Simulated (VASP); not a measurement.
# Fe (Im-3m) in VASP: notebook

Runs on Fe. Level: BLYP. Tasks: single point, relaxation of cell and atoms.

All numbers are computed with VASP 6.6.1; they aren't measurements. Logs are shortened: lines on timing, memory, paths and dates and some standing lists are left out, and cuts for length are marked.

## Step 1: The cell of the first run

It takes space group Im-3m (No. 229, cubic). The conventional cell has a = 2.875 Å, b = 2.875 Å, c = 2.875 Å, α = 90.00°, β = 90.00°, γ = 90.00°. Fe (site symmetry m-3m) has 14 Fe at 2.49 to 2.87 Å within 3.3 Å.

## Step 2: Single point, BLYP, collinear spin, ferromagnetic start

Contents of INCAR:

```
SYSTEM = Fe
  PREC = Accurate
  ENCUT = 520
  EDIFF = 1E-7
  ISMEAR = -1
  SIGMA = 0.05
  LREAL = .False.
  LASPH = .True.
  NELM = 150
  ALGO = Normal
  ISIF = 2
  LWAVE = .False.
  LCHARG = .True.
  ISPIN = 2
  MAGMOM = 2.267
  LORBIT = 11
  LMAXMIX = 4
  GGA = B5
  ALDAX = 1.0
  AGGAX = 1.0
  AGGAC = 1.0
  ALDAC = 0.0
  LELF = .True.
  LVHAR = .True.
  NBANDS = 14
```

Contents of KPOINTS:

```
Automatic mesh
0
Gamma
  25 25 25
  0 0 0
```

Contents of POSCAR:

```
Fe
1.0
   -1.4374723438      1.4374723438      1.4374723438
    1.4374723438     -1.4374723438      1.4374723438
    1.4374723438      1.4374723438     -1.4374723438
Fe
1
Direct
    0.0000000000      0.0000000000      0.0000000000
```

Potentials or basis: VASP PAW PBE potentials, release 64 (Fe).

The run is started by

```bash
cat potpaw_PBE.64/Fe/POTCAR > POTCAR
mpirun -np 1 vasp_std > vasp.out
```

OUTCAR:

```text
SYSTEM = Fe
   PREC = Accurate
   ENCUT = 520
   EDIFF = 1E-7
   ISMEAR = -1
   LREAL = .False.
   LASPH = .True.
   NELM = 150
   ISIF = 2
   ISPIN = 2
   LORBIT = 11
   GGA = B5

 ion  position               nearest neighbor table
   1  0.000  0.000  0.000-

  LATTYP: Found a body centered cubic cell.
 ALAT       =     2.8749446876

  Lattice vectors:

 A1 = (  -1.4374723438,   1.4374723438,   1.4374723438)
 A2 = (   1.4374723438,  -1.4374723438,   1.4374723438)
 A3 = (   1.4374723438,   1.4374723438,  -1.4374723438)

Analysis of symmetry for initial positions (statically):
=====================================================================
 Subroutine PRICEL returns:
 Original cell was already a primitive cell.

 Routine SETGRP: Setting up the symmetry group for a
 body centered cubic supercell.

 Subroutine GETGRP returns: Found 48 space group operations
 (whereof 48 operations were pure point group operations)
 out of a pool of 48 trial point group operations.

The static configuration has the point symmetry O_h .

Analysis of symmetry for dynamics (positions and initial velocities):
=====================================================================
 Subroutine PRICEL returns:
 Original cell was already a primitive cell.

 Routine SETGRP: Setting up the symmetry group for a
 body centered cubic supercell.

 Subroutine GETGRP returns: Found 48 space group operations
 (whereof 48 operations were pure point group operations)
 out of a pool of 48 trial point group operations.

The dynamic configuration has the point symmetry O_h .

Analysis of structural, dynamic, and magnetic symmetry:
=====================================================================
 Subroutine PRICEL returns:
 Original cell was already a primitive cell.

 Routine SETGRP: Setting up the symmetry group for a
 body centered cubic supercell.

 Subroutine GETGRP returns: Found 48 space group operations
 (whereof 48 operations were pure point group operations)
 out of a pool of 48 trial point group operations.

The overall configuration has the point symmetry O_h .

 Subroutine INISYM returns: Found 48 space group operations
 (whereof 48 operations are pure point group operations),
 and found     1 'primitive' translations

----------------------------------------------------------------------------------------

                                     Primitive cell

  volume of cell :      11.8812

  direct lattice vectors                    reciprocal lattice vectors
    -1.437472344  1.437472344  1.437472344     0.000000000  0.347832779  0.347832779
     1.437472344 -1.437472344  1.437472344     0.347832779  0.000000000  0.347832779
     1.437472344  1.437472344 -1.437472344     0.347832779  0.347832779  0.000000000

  length of vectors
     2.489775134  2.489775134  2.489775134     0.491909833  0.491909833  0.491909833

  position of ions in fractional coordinates (direct lattice)
     0.000000000  0.000000000  0.000000000

  ion indices of the primitive-cell ions
   primitive index   ion index
                 1           1

----------------------------------------------------------------------------------------

 KPOINTS: Automatic mesh

Automatic generation of k-mesh.
 Grid dimensions read from file:
 generate k-points for:   25   25   25

 Generating k-lattice:

  Cartesian coordinates                     Fractional coordinates (reciprocal lattice)
     0.000000000  0.013913311  0.013913311     0.040000000  0.000000000  0.000000000
     0.013913311  0.000000000  0.013913311     0.000000000  0.040000000  0.000000000
     0.013913311  0.013913311  0.000000000     0.000000000  0.000000000  0.040000000

  Length of vectors
     0.019676393  0.019676393  0.019676393

  Shift w.r.t. Gamma in fractional coordinates (k-lattice)
     0.000000000  0.000000000  0.000000000

 Subroutine IBZKPT returns following result:
 ===========================================

 Found    455 irreducible k-points:

 Following reciprocal coordinates:
            Coordinates               Weight
  0.000000  0.000000  0.000000      1.000000
  0.040000  0.000000  0.000000     12.000000
  0.080000  0.000000  0.000000     12.000000
  0.120000  0.000000  0.000000     12.000000
  0.160000  0.000000  0.000000     12.000000
  0.200000  0.000000  0.000000     12.000000
[... 16 lines left out ...]
  0.400000  0.040000  0.000000     48.000000
  0.440000  0.040000  0.000000     48.000000
 [... further k-points ...]
   k-points           NKPTS =    455   k-points in BZ     NKDIM =    455   number of bands    NBANDS=     14
   number of dos      NEDOS =    301   number of ions     NIONS =      1
   total plane-waves  NPLWV =   8000
   dimension x,y,z NGX =    20 NGY =   20 NGZ =   20
   dimension x,y,z NGXF=    40 NGYF=   40 NGZF=   40
   ions per type =               1
   NGX,Y,Z   is equivalent  to a cutoff of  13.35, 13.35, 13.35 a.u.
   NGXF,Y,Z  is equivalent  to a cutoff of  26.71, 26.71, 26.71 a.u.
 SYSTEM =  Fe
   PREC   = accura    normal or accurate (medium, high low for compatibility)
   ISTART =      0    job   : 0-new  1-cont  2-samecut
   ICHARG =      2    charge: 1-file 2-atom 10-const
   ISPIN  =      2    spin polarized calculation?
   LNONCOLLINEAR =      F non collinear calculations
   LSORBIT =      F    spin-orbit coupling
   LASPH  =      T    aspherical Exc in radial PAW
   ENCUT  =  520.0 eV  38.22 Ry    6.18 a.u.   4.63  4.63  4.63*2*pi/ulx,y,z
   NELM   =    150;   NELMIN=  2; NELMDL= -5     # of ELM steps
   EDIFF  = 0.1E-06   stopping-criterion for ELM
   LREAL  =      F    real-space projection
   EDIFFG = 0.1E-05   stopping-criterion for IOM
   NSW    =      0    number of steps for IOM
   IBRION =     -1    ionic relax: 0-MD 1-quasi-New 2-CG
   NFREE  =      0    steps in history (QN), initial steepest desc. (CG)
   ISIF   =      2    stress and relaxation
   ISYM   =      2    0-nonsym 1-usesym 2-fastsym
   POTIM  = 0.5000    time-step for ionic-motion
   TEBEG  =    0.0;   TEEND  =   0.0 temperature during run
   PSTRESS=    0.0 pullay stress
   NELECT =       8.0000    total number of electrons
   NUPDOWN=      -1.0000    fix difference up-down
   EMIN   =  10.00;   EMAX   =-10.00  energy-range for DOS
   EFERMI =   0.00;   METHOD = LEGACY
   ISMEAR =    -1;   SIGMA  =   0.05  broadening in eV -4-tet -1-fermi 0-gaus
   EFERMI_NEDOS =   21; number of points for ismear=-14 and -15
   IALGO  =     38    algorithm
   IMIX   =      4    mixing-type and parameters
     AMIX     =   0.40;   BMIX     =  1.00
     AMIX_MAG =   1.60;   BMIX_MAG =  1.00
  volume/ion in A,a.u.               =      11.88        80.18
  Fermi-wavevector in a.u.,A,eV,Ry     =   1.434890  2.711549 28.013169  2.058910
  Thomas-Fermi vector in A             =   2.554249
   LORBIT       =     11    0 simple, 1 ext, 2 COOP (PROOUT), +10 PAW based schemes
   GGA     = B5    functional components
   LHFCALC =     F    Hartree Fock is set to
   AEXX    =    0.0000 exact exchange contribution
   IVDW    =     0    specifies the selected vdW correction
   LEPSILON=     F    determine dielectric tensor
   LRPA    =     F    only Hartree local field effects (RPA)
 spin polarized calculation
  energy-cutoff  :      520.00
  volume of cell :       11.88
 maximum number of plane-waves:       333
   NGX =  9   NGY =  9   NGZ =  9

 number of electron       7.9999996 magnetization       2.2370821

 Free energy of the ion-electron system (eV)
  ---------------------------------------------------
  ext. energy  EPLUGINS =         0.00000000
  ---------------------------------------------------
  free energy    TOTEN  =        -7.18374888 eV

  energy without entropy =       -7.17512829  energy(sigma->0) =       -7.17943859

 E-fermi :   5.8527     XC(G=0): -12.2563

 val. band max:        5.8490427838   @ k =  -0.4000   0.4800   0.1600
 cond. band min:       5.8535596153   @ k =  -0.4800  -0.4800   0.2400
 fundamental gap:      0.0045168315
 Fermi energy:         5.8527071878

 spin component 1

 k-point     1 :       0.0000    0.0000    0.0000
  band No.  band energies     occupation
      1      -2.1575      1.00000
      2       3.6435      1.00000
      3       3.6435      1.00000
      4       3.6435      1.00000
      5       4.7970      1.00000
      6       4.7970      1.00000
      7      30.7318      0.00000
      8      30.7318      0.00000
      9      30.7318      0.00000
     10      35.5534      0.00000
     11      35.5534      0.00000
     12      37.2670      0.00000
     13      37.2670      0.00000
     14      37.2670      0.00000
[... 375 lines left out ...]
 k-point    24 :       0.4400    0.0400    0.0000
  band No.  band energies     occupation
      1       1.2576      1.00000
      2       2.6640      1.00000
      3       4.8120      1.00000
      4       4.9035      1.00000
      5       5.8137      0.68583
      6       6.7481      0.00000
      7      13.2997      0.00000
      8      23.8413      0.00000
      9      25.1777      0.00000
     10      29.3053      0.00000
     11      32.7222      0.00000
     12      39.4302      0.00000
     13      43.0296      0.00000
     14      45.8990      0.00000

 [... further k-points ...]

 spin component 2

 k-point     1 :       0.0000    0.0000    0.0000
  band No.  band energies     occupation
      1      -1.9907      1.00000
      2       5.5177      0.99877
      3       5.5178      0.99877
      4       5.5178      0.99877
      5       7.4836      0.00000
      6       7.4838      0.00000
      7      30.5048      0.00000
      8      30.5048      0.00000
      9      30.5048      0.00000
     10      35.8018      0.00000
     11      35.8018      0.00000
     12      38.0597      0.00000
     13      38.0597      0.00000
     14      38.0864      0.00000
[... 375 lines left out ...]
 k-point    24 :       0.4400    0.0400    0.0000
  band No.  band energies     occupation
      1       2.4925      1.00000
      2       4.3479      1.00000
      3       6.3837      0.00002
      4       7.3222      0.00000
      5       7.7654      0.00000
      6       8.4298      0.00000
      7      14.5513      0.00000
      8      23.9925      0.00000
      9      25.7025      0.00000
     10      29.7800      0.00000
     11      33.3698      0.00000
     12      39.4997      0.00000
     13      43.3688      0.00000
     14      46.4466      0.00000

 [... further k-points ...]

------------------------ aborting loop because EDIFF is reached ----------------------------------------

  FORCE on cell =-STRESS in cart. coord.  units (eV):
  Direction    XX          YY          ZZ          XY          YZ          ZX
  --------------------------------------------------------------------------------------
  -------------------------------------------------------------------------------------
  Total        0.0135120      0.0135120      0.0135120      0.0000000      0.0000000     -0.0000000
  in kB        1.8220940      1.8220940      1.8220940      0.0000000      0.0000000     -0.0000000
  external PRESSURE =       1.8220940 kB  Pullay stress =       0.0000000 kB

 VOLUME and BASIS-vectors are now :
 -----------------------------------------------------------------------------
  energy-cutoff  :      520.00
  volume of cell :       11.88
      direct lattice vectors                 reciprocal lattice vectors
    -1.437472344  1.437472344  1.437472344     0.000000000  0.347832779  0.347832779
     1.437472344 -1.437472344  1.437472344     0.347832779  0.000000000  0.347832779
     1.437472344  1.437472344 -1.437472344     0.347832779  0.347832779  0.000000000

 POSITION                                       TOTAL-FORCE (eV/Angst)
 -----------------------------------------------------------------------------------
      0.00000      0.00000      0.00000         0.000000      0.000000     -0.000000
 -----------------------------------------------------------------------------------
    total drift:                                0.000000     -0.000000      0.000000

  FREE ENERGIE OF THE ION-ELECTRON SYSTEM (eV)
  ---------------------------------------------------
  free  energy   TOTEN  =        -7.1837488841 eV

  energy  without entropy=       -7.1751282863  energy(sigma->0) =       -7.17943859

 total charge

# of ion       s       p       d       tot
------------------------------------------
    1        0.469   0.483   6.272   7.224

 magnetization (x)

# of ion       s       p       d       tot
------------------------------------------
    1       -0.015  -0.049   2.299   2.236
```

Run time: 66 s. Hardware: 1 thread of Intel Xeon 6975P-C (Granite Rapids), shared host; peak memory 0.22 GiB.

Results:

```yaml
Free_energy: -7.1837 eV
Pressure: 0.2 GPa
Net_moment: 2.24 μB per cell
Site_moments: Fe +2.24 μB
Valence_electrons_inside_the_program's_atomic_spheres: Fe 7.22
```

Caveat: the PAW data sets were made with another functional, which shifts forces and pressure a little.

(Continued in part 2 of 2.)
